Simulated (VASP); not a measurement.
# Ag2SbSe4I: single point with PBE

System: Ag2SbSe4I.

```xyz
8
Lattice="6.2241 0.2937 0.7935 0.8285 5.7791 0.8269 -0.7468 -0.7844 5.3893" Properties=species:S:1:pos:R:3 pbc="T T T"
I     5.9965    0.8233    1.2313
Ag    1.7246    3.4577    5.6681
Ag    4.0007    2.6284    2.5703
Se    5.2252    4.9755    3.9441
Se    5.2535    2.9754    5.9257
Se    2.4930    0.3157    1.6733
Se    3.0010    0.9067    4.7159
Sb    0.9493    2.4176    2.9090
```

```json
{
  "Program": "VASP 6.6.1",
  "Task": "single point",
  "Functional": "PBE",
  "Potentials or basis": "VASP PAW PBE potentials, release 64 (I, Ag, Se, Sb)",
  "Cutoff": "520 eV",
  "k mesh": "3 × 3 × 3",
  "Occupations": "fermi-dirac, width 0.1 eV",
  "Spin": "no spin polarisation",
  "Dipole correction": "no",
  "Further INCAR settings": "ALGO = Normal; EDIFF = 1e-06; NBANDS = 39"
}
```

* Pressure: 2.1 GPa
* Largest force: 1.376 eV/Å
* Band gap on the k mesh: zero (bands 29 and 30 overlap by 0.09 eV)

Forces in eV/Å, atoms in the order of the input:
```
I    0.218  0.292 -0.482
Ag   0.175 -0.467  0.146
Ag  -0.173  0.388  0.185
Se  -0.121 -1.224  0.439
Se   0.555  0.339 -0.576
Se  -0.075 -0.513 -0.223
Se  -0.795  1.102 -0.218
Sb   0.217  0.082  0.729
```

Stress tensor (GPa, compression positive):
```
1.80 0.08 0.33
0.08 2.57 0.23
0.33 0.23 1.95
```

Levels at points of the mesh, in eV from the Fermi level:
| k point | band 26 | band 27 | band 28 | band 29 | band 30 | band 31 | band 32 | band 33 |
| --- | --- | --- | --- | --- | --- | --- | --- | --- |
| (0.00, 0.00, 0.00) | -1.48 | -1.12 | -0.73 | -0.49 | 0.07 | 0.59 | 0.93 | 1.68 |

Run time: 2.1 min on 1 thread of Oxide Virtual Turin-like Processor, on a shared host, peak memory 0.33 GiB.

Caveat: the k points lie up to 0.38 Å⁻¹ apart; spin-orbit coupling is left out, which moves the levels of the heavy elements.
